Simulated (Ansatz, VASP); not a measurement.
**Sn: VASP beside Ansatz**

```
Sn
1.0
     0.00000    3.19692    3.34297
     3.19692    0.00000    3.34297
     3.19692    3.19692    0.00000
Sn
2
Direct
  0.50000 0.50000 0.50000
  0.75000 0.75000 0.75000
```

Change from the starting cell: strain -0.015 along x and y, +0.030 along z, atoms carried along.

Alike in both runs: task single point; functional PBE; k mesh 12 × 12 × 12; occupations gaussian, width 0.15 eV; no spin polarisation.

```csv
,VASP,Ansatz
version,VASP 6.6.1,Ansatz 0.2.0
potentials or method,"VASP PAW PBE potentials, release 64 (Sn_d), cutoff 520 eV","scalar-relativistic, plane waves, PAW"
valence electrons in the cell,28,28
```

```csv
,VASP,Ansatz,Ansatz less VASP
gap on the k mesh at the Fermi level (eV),none,none,-
pressure (GPa),3.2,3.2,+0.07
"traceless stress, the component that is largest in VASP (GPa)",-0.93,-0.93,0.000
```

A gap of «none» marks a metal or a gap that the smearing closes. The functional is the same, so the differences come from potentials, cutoffs and numerics.
